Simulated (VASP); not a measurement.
# Ta18N17 (a cell with a defect) in VASP: further runs

Runs on Ta18N17 (a cell with a defect). Level: PBEsol. Tasks: single point.

All numbers are computed with VASP 6.6.1; they aren't measurements. Logs are shortened: lines on timing, memory, paths and dates and some standing lists are left out, and cuts for length are marked.

## 1. The cell of the first run

The cell holds a defect, 35 atoms: a = 8.969 Å, b = 8.969 Å, c = 5.792 Å, α = 90.00°, β = 90.00°, γ = 120.00°.

## 2. Single point, PBEsol

The input, INCAR:

```
SYSTEM = Ta18N17
PREC = Accurate ; ENCUT = 520
EDIFF = 1E-6 ; ISMEAR = 1
SIGMA = 0.1 ; LREAL = Auto
LASPH = .True. ; NELM = 80
ALGO = Normal ; ISIF = 2
LWAVE = .False. ; LCHARG = .True.
GGA = PS ; LELF = .True.
LVHAR = .True. ; NBANDS = 164
```

The input, KPOINTS:

```
regular mesh
0
Gamma
  2 2 3
  0 0 0
```

The input, POSCAR:

```
Ta18N17
1.0
    7.7675072900      4.4845723700      0.0000000000
   -7.7675072400      4.4845724500      0.0000000000
    0.0000000000      0.0000000000      5.7917586600
Ta N
18 17
Direct
   -0.0033761811     -0.0008971361     -0.0008608784
    0.3367455923      0.6650692021      0.0005487107
    0.6602035521      0.3300444821      0.0009503158
    0.0020443968      0.6696441608      0.2544503469
    0.3148388093      0.3230220029      0.2308746062
    0.6654178824     -0.0014335034      0.2529861975
   -0.0043070215      0.3345485364      0.2489019458
    0.3322701530      0.0011268526      0.2528164735
    0.6641043236      0.6595757193      0.2540470151
    0.0017015446      0.0028792712      0.4990948639
    0.3381707840      0.6664998010      0.5013309722
    0.6631648749      0.3362180324      0.5112602534
    0.0024067772      0.6698987846      0.7529060266
    0.3339257159      0.3262643155      0.7400969639
    0.6648551081     -0.0017564323      0.7535013553
   -0.0029157448      0.3350517548      0.7457762406
    0.3330737323     -0.0010819888      0.7527711799
    0.6667245895      0.6639793115      0.7505948116
    0.1285902515      0.8686834151      0.0035768065
    0.4652035936      0.5287237176     -0.0067059079
    0.7934965307      0.2017227713      0.0011571615
    0.0722425990      0.5379656285      0.0005407684
    0.3962729038      0.1981864480      0.0001849179
    0.7351955221      0.8663413332      0.0036493233
    0.1220456321      0.2622393870     -0.0137541988
    0.4639497105      0.9271764462      0.0040600794
    0.7959950389      0.5938986763      0.0062424908
    0.1343275713      0.8727499286      0.5027548921
    0.7948451280      0.2015080614      0.5012708869
    0.0759558430      0.5400999877      0.5009709780
    0.4925040516      0.4562523988      0.4698218900
    0.7339750290      0.8648458483      0.5020276518
    0.1322501337      0.2670659729      0.4970277888
    0.4623277364      0.9295735221      0.5019869043
    0.8062163902      0.6005003336      0.5068923228
```

Potentials or basis: VASP PAW PBE potentials, release 64 (Ta_pv, N).

Command:

```bash
cat potpaw_PBE.64/Ta_pv/POTCAR potpaw_PBE.64/N/POTCAR > POTCAR
mpirun -np 1 vasp_std > vasp.out
```

OUTCAR:

```text
SYSTEM = Ta18N17
   PREC = Accurate
   ENCUT = 520
   EDIFF = 1E-6
   ISMEAR = 1
   LREAL = Auto
   LASPH = .True.
   NELM = 80
   ISIF = 2
   GGA = PS

 ion  position               nearest neighbor table
   1  0.997  0.999  0.999-  24 2.03  19 2.04  25 2.05  10 2.90  10 2.90   5 3.18  15 3.29  13 3.30
                            18 3.31   6 3.31   4 3.33  14 3.34  17 3.34   8 3.34   7 3.34  16 3.35
   2  0.337  0.665  0.001-  26 2.04  22 2.06  20 2.06  11 2.89  11 2.90   5 3.26  15 3.29  18 3.30
                             9 3.31   6 3.31  17 3.34   7 3.34  13 3.34  16 3.35   4 3.36   8 3.37
   3  0.660  0.330  0.001-  21 2.03  27 2.05  23 2.05  12 2.84  12 2.96  14 3.28  17 3.28   9 3.28
                             8 3.29  18 3.30   7 3.32  15 3.32   6 3.33   5 3.34  16 3.34  13 3.38
   4  0.002  0.670  0.254-  35 2.13  19 2.14  30 2.14  28 2.15  27 2.17  22 2.17  13 2.89  13 2.90
                             8 2.97   7 2.98   9 2.99  10 3.31   1 3.33  11 3.35   2 3.36  12 3.36
   5  0.315  0.323  0.231-  31 1.99  25 2.09  23 2.10  33 2.12  20 2.15  14 2.85   7 2.92  14 2.95
                             8 2.97   9 3.08   1 3.18  10 3.24   2 3.26   3 3.34  11 3.37  12 3.47
   6  0.665  0.999  0.253-  26 2.14  29 2.15  24 2.15  32 2.15  34 2.16  21 2.16  15 2.89  15 2.90
                             7 2.99   8 3.00   9 3.03  11 3.29   2 3.31   1 3.31  10 3.32   3 3.33
   7  0.996  0.335  0.249-  21 2.15  22 2.15  29 2.16  33 2.16  30 2.17  25 2.18  16 2.88  16 2.91
                             5 2.92   4 2.98   6 2.99   3 3.32  10 3.33   2 3.34   1 3.34  12 3.35
   8  0.332  0.001  0.253-  28 2.13  23 2.14  34 2.15  19 2.16  26 2.17  17 2.90  17 2.90   4 2.97
                             5 2.97   6 3.00   3 3.29  10 3.30  12 3.34   1 3.34  11 3.35   2 3.37
   9  0.664  0.660  0.254-  31 2.11  27 2.12  32 2.17  35 2.17  20 2.18  24 2.18  18 2.88  18 2.92
[... 22 lines left out ...]
  22  0.072  0.538  0.001-   2 2.06  13 2.14   7 2.15   4 2.17  16 2.17
  23  0.396  0.198  0.000-   3 2.05   5 2.10  14 2.13  17 2.13   8 2.14
  24  0.735  0.866  0.004-   1 2.03   6 2.15  15 2.15  18 2.17   9 2.18
[... 9 lines left out ...]
  34  0.462  0.930  0.502-  11 2.04  17 2.14   8 2.15   6 2.16  15 2.16
  35  0.806  0.601  0.507-  12 2.06  13 2.10   4 2.13  18 2.14   9 2.17

  LATTYP: Found a hexagonal cell.
 ALAT       =     8.9691448222
 C/A-ratio  =     0.6457425735

  Lattice vectors:

 A1 = (   7.7675072900,   4.4845723700,   0.0000000000)
 A2 = (  -7.7675072400,   4.4845724500,   0.0000000000)
 A3 = (   0.0000000000,   0.0000000000,   5.7917586600)

Analysis of symmetry for initial positions (statically):
=====================================================================
 Subroutine PRICEL returns:
 Original cell was already a primitive cell.

 Routine SETGRP: Setting up the symmetry group for a
 hexagonal supercell.

 Subroutine GETGRP returns: Found  1 space group operations
 (whereof  1 operations were pure point group operations)
 out of a pool of 24 trial point group operations.

The static configuration has the point symmetry C_1 .

Analysis of symmetry for dynamics (positions and initial velocities):
=====================================================================
 Subroutine PRICEL returns:
 Original cell was already a primitive cell.

 Routine SETGRP: Setting up the symmetry group for a
 hexagonal supercell.

 Subroutine GETGRP returns: Found  1 space group operations
 (whereof  1 operations were pure point group operations)
 out of a pool of 24 trial point group operations.

The dynamic configuration has the point symmetry C_1 .

 Subroutine INISYM returns: Found  1 space group operations
 (whereof  1 operations are pure point group operations),
 and found     1 'primitive' translations

----------------------------------------------------------------------------------------

                                     Primitive cell

  volume of cell :     403.4996

  direct lattice vectors                    reciprocal lattice vectors
     7.767507290  4.484572370  0.000000000     0.064370716  0.111493349  0.000000000
    -7.767507240  4.484572450  0.000000000    -0.064370715  0.111493350  0.000000000
     0.000000000  0.000000000  5.791758660     0.000000000  0.000000000  0.172659128

  length of vectors
     8.969144822  8.969144819  5.791758660     0.128741431  0.128741431  0.172659128

  position of ions in fractional coordinates (direct lattice)
     0.996623819  0.999102864  0.999139122
     0.336745592  0.665069202  0.000548711
     0.660203552  0.330044482  0.000950316
     0.002044397  0.669644161  0.254450347
     0.314838809  0.323022003  0.230874606
     0.665417882  0.998566497  0.252986198
[... 27 lines left out ...]
     0.462327736  0.929573522  0.501986904
     0.806216390  0.600500334  0.506892323

  ion indices of the primitive-cell ions
   primitive index   ion index
                 1           1
                 2           2
                 3           3
                 4           4
                 5           5
                 6           6
[... 27 lines left out ...]
                34          34
                35          35

----------------------------------------------------------------------------------------

 KPOINTS: regular mesh

Automatic generation of k-mesh.
 Grid dimensions read from file:
 generate k-points for:    2    2    3

 Generating k-lattice:

  Cartesian coordinates                     Fractional coordinates (reciprocal lattice)
     0.032185358  0.055746675  0.000000000     0.500000000  0.000000000  0.000000000
    -0.032185357  0.055746675  0.000000000     0.000000000  0.500000000  0.000000000
     0.000000000  0.000000000  0.057553043     0.000000000  0.000000000  0.333333333

  Length of vectors
     0.064370715  0.064370715  0.057553043

  Shift w.r.t. Gamma in fractional coordinates (k-lattice)
     0.000000000  0.000000000  0.000000000

 Subroutine IBZKPT returns following result:
 ===========================================

 Found      8 irreducible k-points:

 Following reciprocal coordinates:
            Coordinates               Weight
  0.000000  0.000000  0.000000      1.000000
  0.500000  0.000000  0.000000      1.000000
  0.000000  0.500000  0.000000      1.000000
  0.500000  0.500000  0.000000      1.000000
  0.000000  0.000000  0.333333      2.000000
  0.500000  0.000000  0.333333      2.000000
  0.000000  0.500000  0.333333      2.000000
  0.500000  0.500000  0.333333      2.000000
   k-points           NKPTS =      8   k-points in BZ     NKDIM =      8   number of bands    NBANDS=    164
   number of dos      NEDOS =    301   number of ions     NIONS =     35
   total plane-waves  NPLWV = 235200
   dimension x,y,z NGX =    70 NGY =   70 NGZ =   48
   dimension x,y,z NGXF=   140 NGYF=  140 NGZF=   96
   ions per type =              18  17
   NGX,Y,Z   is equivalent  to a cutoff of  12.97, 12.97, 13.78 a.u.
   NGXF,Y,Z  is equivalent  to a cutoff of  25.95, 25.95, 27.56 a.u.
 SYSTEM =  Ta18N17
   PREC   = accura    normal or accurate (medium, high low for compatibility)
   ISTART =      0    job   : 0-new  1-cont  2-samecut
   ICHARG =      2    charge: 1-file 2-atom 10-const
   ISPIN  =      1    spin polarized calculation?
   LNONCOLLINEAR =      F non collinear calculations
   LSORBIT =      F    spin-orbit coupling
   LASPH  =      T    aspherical Exc in radial PAW
   ENCUT  =  520.0 eV  38.22 Ry    6.18 a.u.  16.68 16.68 10.77*2*pi/ulx,y,z
   NELM   =     80;   NELMIN=  2; NELMDL= -5     # of ELM steps
   EDIFF  = 0.1E-05   stopping-criterion for ELM
   LREAL  =      T    real-space projection
   EDIFFG = 0.1E-04   stopping-criterion for IOM
   NSW    =      0    number of steps for IOM
   IBRION =     -1    ionic relax: 0-MD 1-quasi-New 2-CG
   NFREE  =      0    steps in history (QN), initial steepest desc. (CG)
   ISIF   =      2    stress and relaxation
   ISYM   =      2    0-nonsym 1-usesym 2-fastsym
   POTIM  = 0.5000    time-step for ionic-motion
   TEBEG  =    0.0;   TEEND  =   0.0 temperature during run
   PSTRESS=    0.0 pullay stress
   NELECT =     283.0000    total number of electrons
   NUPDOWN=      -1.0000    fix difference up-down
   EMIN   =  10.00;   EMAX   =-10.00  energy-range for DOS
   EFERMI =   0.00;   METHOD = LEGACY
   ISMEAR =     1;   SIGMA  =   0.10  broadening in eV -4-tet -1-fermi 0-gaus
   EFERMI_NEDOS =   21; number of points for ismear=-14 and -15
   IALGO  =     38    algorithm
   IMIX   =      4    mixing-type and parameters
     AMIX     =   0.40;   BMIX     =  1.00
     AMIX_MAG =   1.60;   BMIX_MAG =  1.00
  volume/ion in A,a.u.               =      11.53        77.80
  Fermi-wavevector in a.u.,A,eV,Ry     =   1.454530  2.748663 28.785256  2.115657
  Thomas-Fermi vector in A             =   2.571670
   LORBIT       =      0    0 simple, 1 ext, 2 COOP (PROOUT), +10 PAW based schemes
   GGA     = PS    functional components
   LHFCALC =     F    Hartree Fock is set to
   AEXX    =    0.0000 exact exchange contribution
   IVDW    =     0    specifies the selected vdW correction
   LEPSILON=     F    determine dielectric tensor
   LRPA    =     F    only Hartree local field effects (RPA)
 non-spin polarized calculation
 Methfessel and Paxton  Order N= 1 SIGMA  =   0.10
  energy-cutoff  :      520.00
  volume of cell :      403.50
 maximum number of plane-waves:     10872
 NGX is ok and might be reduce to    70
   NGX = 33   NGY = 33   NGZ = 21

 number of electron     282.9999997 magnetization

 Free energy of the ion-electron system (eV)
  ---------------------------------------------------
  ext. energy  EPLUGINS =         0.00000000
  ---------------------------------------------------
  free energy    TOTEN  =      -413.90153892 eV

  energy without entropy =     -413.89601754  energy(sigma->0) =     -413.89969846

 E-fermi :   7.9849     XC(G=0): -13.1366

 val. band max:        7.9772014924   @ k =   0.0000   0.0000   0.3333
 cond. band min:       8.0240384653   @ k =   0.5000   0.0000   0.3333
 fundamental gap:      0.0468369728
 Fermi energy:         7.9848805576

 k-point     1 :       0.0000    0.0000    0.0000
  band No.  band energies     occupation
      1     -28.4048      2.00000
      2     -28.3541      2.00000
      3     -28.3249      2.00000
      4     -28.2702      2.00000
      5     -28.1789      2.00000
      6     -28.1117      2.00000
[... 1237 lines left out ...]
    152       9.3140     -0.00000
    153       9.3838     -0.00000
 [bands above 153 left out]

------------------------ aborting loop because EDIFF is reached ----------------------------------------

  FORCE on cell =-STRESS in cart. coord.  units (eV):
  Direction    XX          YY          ZZ          XY          YZ          ZX
  --------------------------------------------------------------------------------------
  -------------------------------------------------------------------------------------
  Total       -3.3522625     -0.2367254      5.7049225      2.9798426      0.5804428      1.9305702
  in kB      -13.3108393     -0.9399663     22.6525539     11.8320705      2.3047662      7.6657212
  external PRESSURE =       2.8005828 kB  Pullay stress =       0.0000000 kB

 VOLUME and BASIS-vectors are now :
 -----------------------------------------------------------------------------
  energy-cutoff  :      520.00
  volume of cell :      403.50
      direct lattice vectors                 reciprocal lattice vectors
     7.767507290  4.484572370  0.000000000     0.064370716  0.111493349  0.000000000
    -7.767507240  4.484572450  0.000000000    -0.064370715  0.111493350  0.000000000
     0.000000000  0.000000000  5.791758660     0.000000000  0.000000000  0.172659128

 POSITION                                       TOTAL-FORCE (eV/Angst)
 -----------------------------------------------------------------------------------
     -0.01926      8.94998      5.78677         0.049519     -0.002377     -0.008866
     -2.55026      4.49271      0.00318         0.166302     -0.025866     -0.014206
      2.56451      4.44084      0.00550         0.004298     -0.040691      0.028580
     -5.18559      3.01224      1.47372         0.093992      0.066281     -0.068637
     -0.06356      2.86053      1.33717         0.924151     -0.267772      0.166424
     -2.58773      7.46226      1.46524         0.061075     -0.015625     -0.075092
[... 27 lines left out ...]
     -3.62934      6.24208      2.90739         0.070647      0.003298     -0.031451
      1.59790      6.30852      2.93580         0.265489      0.008723     -0.116323
 -----------------------------------------------------------------------------------
    total drift:                                0.003622     -0.001604      0.001758

  FREE ENERGIE OF THE ION-ELECTRON SYSTEM (eV)
  ---------------------------------------------------
  free  energy   TOTEN  =      -413.9015389180 eV

  energy  without entropy=     -413.8960175396  energy(sigma->0) =     -413.89969846
```

Wall time 18 min (1 thread of Intel Xeon Platinum 8488C (Sapphire Rapids), shared host); peak memory 0.72 GiB.

What came out:

| Quantity | Value |
| --- | --- |
| Free energy | -413.9015 eV |
| Pressure | 0.3 GPa |
| Largest force | 3.884 eV/Å |
| Band gap on the k mesh | zero (an odd number of electrons rules out a gap without spin polarisation) |

Forces in eV/Å, atoms in the order of the input:
```
Ta   0.050 -0.002 -0.009
Ta   0.166 -0.026 -0.014
Ta   0.004 -0.041  0.029
Ta   0.094  0.066 -0.069
Ta   0.924 -0.268  0.166
Ta   0.061 -0.016 -0.075
Ta   0.107  0.016  0.044
Ta   0.080 -0.050 -0.069
Ta   0.374  0.209 -0.338
Ta   0.041 -0.094  0.009
Ta   0.092  0.014 -0.063
Ta  -0.369 -0.395 -0.338
Ta   0.080  0.005 -0.056
Ta   0.014 -0.496  0.315
Ta   0.048  0.010 -0.070
Ta  -0.024 -0.050  0.003
Ta   0.025  0.048 -0.113
Ta   0.200 -0.315 -0.290
N    0.070 -0.017 -0.051
N    0.205 -0.114  0.051
N    0.028 -0.004 -0.035
N    0.089  0.016 -0.012
N    0.067 -0.146 -0.029
N    0.061 -0.072 -0.223
N   -0.013  0.150  0.237
N    0.069 -0.049 -0.109
N    0.074  0.087 -0.241
N    0.053  0.018 -0.008
N   -0.246 -0.009 -0.042
N    0.108  0.041 -0.035
N   -3.033  1.748  1.682
N    0.037 -0.127 -0.086
N    0.126 -0.151 -0.012
N    0.071  0.003 -0.031
N    0.265  0.009 -0.116
```

Caveat: the k points lie up to 0.40 Å⁻¹ apart, too coarse for converged energies and pressures of a metal; the PAW data sets were made with another functional, which shifts forces and pressure a little; spin-orbit coupling is left out, which moves the levels of the heavy elements.

[end of part 1 of 2]

The gap in the log of VASP goes by the Fermi energy; the results here count the filled bands.